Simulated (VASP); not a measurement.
A run of VASP 6.6.1 is set up as follows.

Contents of INCAR:

```
ALGO = Normal
EDIFF = 1E-6
ENCUT = 500
GGA = PS
GGA_COMPAT = False
ISIF = 2
ISMEAR = -1
LASPH = True
LCHARG = False
LREAL = False
LWAVE = False
NBANDS = 15
NELM = 120
PREC = Accurate
SIGMA = 0.1
```

Contents of KPOINTS:

```
k-points
0
Gamma
  13 13 13
```

File POSCAR:

```
TiSi
1.0
    0.0000000000      2.5189516995      2.5189516995
    2.5189516995      0.0000000000      2.5189516995
    2.5189516995      2.5189516995      0.0000000000
Ti Si
1 1
Direct
    0.0000000000      0.0000000000      0.0000000000
    0.5000000000      0.5000000000      0.5000000000
```

Potentials or basis: VASP PAW PBE potentials, release 64 (Ti_sv, Si).

Launch:

```bash
$ cat potpaw_PBE.64/Ti_sv/POTCAR potpaw_PBE.64/Si/POTCAR > POTCAR
$ mpirun -np 1 vasp_std > vasp.out
```

**Question.** What does it give for the band gap on the k mesh?

**Answer.** Zero (band 8 reaches 8.90 eV, above the bottom of band 9 at 8.35 eV).

**Question.** What does it give for the pressure?

**Answer.** 0.1 GPa.

Caveat: the PAW data sets were made with another functional, which shifts forces and pressure a little.
